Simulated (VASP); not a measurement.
# TiMoSe4: single point with PBE

Crystal: TiMoSe4.

```
CELL_PARAMETERS angstrom
-2.58822 2.58822 5.35141
2.58822 -2.58822 5.35141
2.58822 2.58822 -5.35141
ATOMIC_POSITIONS crystal
Ti 0.50000 0.50000 0.00000
Mo 0.00000 0.00000 0.00000
Se 0.50000 0.00000 0.50000
Se 0.00000 0.50000 0.50000
Se 0.75000 0.25000 0.50000
Se 0.25000 0.75000 0.50000
```

The cell was built from a structure type or drawn by symmetry, and may not be a known phase.

```json
{
  "Program": "VASP 6.6.1",
  "Task": "single point",
  "Functional": "PBE",
  "Potentials or basis": "VASP PAW PBE potentials, release 64 (Ti_sv, Mo_sv, Se)",
  "Cutoff": "520 eV",
  "k mesh": "3 × 3 × 3",
  "Occupations": "gaussian, width 0.15 eV",
  "Spin": "collinear spin",
  "Starting moments": "[1.0, 1.0, 0.0, 0.0, 0.0, 0.0] μB",
  "Dipole correction": "no",
  "Further INCAR settings": "ALGO = Normal; EDIFF = 1e-07; NBANDS = 38"
}
```

The pressure is 0.3 GPa, the band gap on the k mesh is zero (filled and empty bands overlap) and the net moment is 2.02 μB per cell. The site moments are Ti -1.07; Mo +2.75; Se +0.02, +0.01 (each value once) μB and the valence electrons inside the program's atomic spheres are Ti 10.13; Mo 12.23; Se 3.91, 3.69 (each value once).

Stress tensor (GPa, compression positive):
```
0.10 0.00 0.00
0.00 0.10 0.00
0.00 0.00 0.56
```

Levels at points of the mesh, in eV from the Fermi level:
Spin up:
```tsv
k point	band 24	band 25	band 26	band 27	band 28	band 29
(0.00, 0.00, 0.00)	-0.79	-0.79	-0.62	0.28	0.28	0.80
```
Spin down:
```tsv
k point	band 22	band 23	band 24	band 25	band 26	band 27
(0.00, 0.00, 0.00)	-1.24	-0.22	-0.01	-0.01	0.29	0.32
```

Wall time 4.6 min on 1 thread of Intel Xeon 8259CL, with other jobs on the host, peak memory 0.43 GiB.

Caveat: the k points lie up to 0.45 Å⁻¹ apart.
